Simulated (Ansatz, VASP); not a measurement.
Two plane-wave programs on GaN

```
Ga N
1.0
     0.00000    2.18303    2.18303
     2.18303    0.00000    2.18303
     2.18303    2.18303    0.00000
Ga N
1 1
Direct
  0.00000 0.00000 0.00000
  0.75000 0.75000 0.75000
```

Alike in both runs: task single point; functional PBEsol; k mesh 10 × 10 × 10; occupations gaussian, width 0.02 eV; no spin polarisation.

|  | VASP | Ansatz |
| --- | --- | --- |
| version | VASP 6.6.1 | Ansatz 0.2.0 |
| potentials or method | VASP PAW PBE potentials, release 64 (Ga_d, N), cutoff 520 eV | scalar-relativistic, plane waves, PAW |
| valence electrons in the cell | 18 | 18 |

```csv
,VASP,Ansatz,Ansatz less VASP
gap on the k mesh at the Fermi level (eV),2.29,2.27,-0.024
least direct gap on the mesh (eV),2.29,2.27,-0.024
pressure (GPa),20.1,20.5,+0.31
```

VASP's potentials were made for PBE, not for PBEsol. With one functional, cell and mesh, what is left measures potentials, basis and numerics.
